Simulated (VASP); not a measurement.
# Si4O7 (a cell with a defect): single point with PBE

System: Si4O7 (a cell with a defect).

```xyz
11
Lattice="5.0800 0.0000 0.0000 0.0000 5.0800 0.0000 0.0000 0.0000 7.0915" Properties=species:S:1:pos:R:3 pbc="T T T"
Si    1.4957    1.4957    0.0000
Si    1.0443    4.0357    1.7729
Si    3.5843    3.5843    3.5457
Si    4.0357    1.0443    5.3186
O     2.0593    3.7641    3.0127
O     3.8559    4.5992    4.7856
O     3.0207    1.3159    6.5584
O     3.7641    2.0593    4.0788
O     4.3189    4.7555    2.4813
O     1.3159    3.0207    0.5331
O     0.4807    1.2241    5.8517
```

This cell differs from its parent crystal: atoms taken out, atom 9 moved 0.125 of the way to it and +0.900 Å across, host rigid.

```json
{
 "Program": "VASP 6.6.1",
 "Task": "single point",
 "Functional": "PBE",
 "Potentials or basis": "VASP PAW PBE potentials, release 64 (Si, O)",
 "Cutoff": "520 eV",
 "k mesh": "4 × 4 × 4",
 "Occupations": "gaussian, width 0.05 eV",
 "Spin": "no spin polarisation",
 "Dipole correction": "no",
 "Further INCAR settings": "ALGO = Normal; EDIFF = 1e-06; NBANDS = 40"
}
```

The pressure is -2.7 GPa and the largest force is 5.911 eV/Å. The band gap on the k mesh is 1.92 eV.

Forces in eV/Å, atoms in the order of the input:
```
Si  -0.196 -2.990  1.166
Si  -1.220  4.771 -0.519
Si   0.407  3.103 -0.171
Si   0.191 -1.076  0.068
O   -1.674 -0.834 -0.152
O   -0.415 -0.047  2.003
O    0.189  0.401 -0.170
O    0.214  0.962 -0.977
O    3.267 -4.680 -1.538
O   -0.631  0.130  0.623
O   -0.131  0.260 -0.332
```

Stress tensor (GPa, compression positive):
```
-1.99  0.99  1.60
 0.99 -7.14  4.30
 1.60  4.30  1.01
```

Levels at points of the mesh, in eV from the valence-band top:
```
           k point  band 26  band 27  band 28  band 29  band 30  band 31  band 32  band 33
(0.00, 0.00, 0.00)    -2.95    -2.57    -1.52    -0.96     2.23     3.40     4.77     5.21
(0.50, 0.00, 0.00)    -3.02    -2.74    -1.68    -0.84     2.56     3.40     4.62     5.30
(0.00, 0.50, 0.00)    -3.05    -2.77    -1.55     0.00     1.92     3.48     4.78     5.29
(0.50, 0.50, 0.00)    -3.06    -2.88    -1.60    -0.03     2.26     3.32     4.58     5.16
(0.00, 0.00, 0.50)    -2.81    -2.66    -1.59    -0.77     2.06     3.74     4.09     5.69
(0.50, 0.00, 0.50)    -2.98    -2.64    -1.65    -0.92     2.67     3.40     4.84     5.15
(0.00, 0.50, 0.50)    -3.03    -2.76    -1.51    -0.09     2.05     3.35     4.79     5.05
(0.50, 0.50, 0.50)    -3.10    -2.95    -1.66     0.00     2.26     3.35     4.79     5.22
```

Run time: 110 s on 1 thread of Intel(R) Xeon(R) 6975P-C (Granite Rapids) (shared host), peak memory 0.37 GiB.

Caveat: the cell differs from its parent crystal (atoms taken out, atom 9 moved 0.125 of the way to it and +0.900 Å across, host rigid).
